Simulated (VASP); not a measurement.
Here is a VASP 6.6.1 calculation.

Contents of POSCAR:

```
AlRu
1.0
    2.9916000000      0.0000000000      0.0000000000
    0.0000000000      2.9916000000      0.0000000000
    0.0000000000      0.0000000000      2.9916000000
Al Ru
1 1
Direct
    0.0000000000      0.0000000000      0.0000000000
    0.5000000000      0.5000000000      0.5000000000
```

INCAR.step1

```
PREC = Accurate
ENCUT = 520
ISMEAR = 0
SIGMA = 0.15
LREAL = False
LASPH = True
NELM = 100
NBANDS = 16
GGA = PE
ALGO = Normal
EDIFF = 1E-4
LWAVE = True
LCHARG = False
```

The input INCAR.step2:

```
PREC = Accurate
ENCUT = 520
EDIFF = 1E-6
ISMEAR = 0
SIGMA = 0.15
LREAL = False
LASPH = True
NELM = 100
ALGO = Normal
ISIF = 2
LWAVE = False
LCHARG = False
METAGGA = R2SCAN
LMIXTAU = True
NBANDS = 16
ISTART = 1
```

File KPOINTS:

```
regular mesh
0
Gamma
  18 18 18
```

Potentials or basis: VASP PAW PBE potentials, release 64 (Al, Ru_pv).

Run with:

```bash
$ cat potpaw_PBE.64/Al/POTCAR potpaw_PBE.64/Ru_pv/POTCAR > POTCAR
$ cp INCAR.step1 INCAR
$ mpirun -np 1 vasp_std > vasp.out
$ cp INCAR.step2 INCAR
$ mpirun -np 1 vasp_std > vasp.out
```

(1) What does it give for the band gap on the k mesh?

(2) Predict the pressure.

## Answers

(1) zero (an odd number of electrons rules out a gap without spin polarisation).

(2) -1.9 GPa.

Caveat: the PAW data sets were made with another functional, which shifts forces and pressure a little.
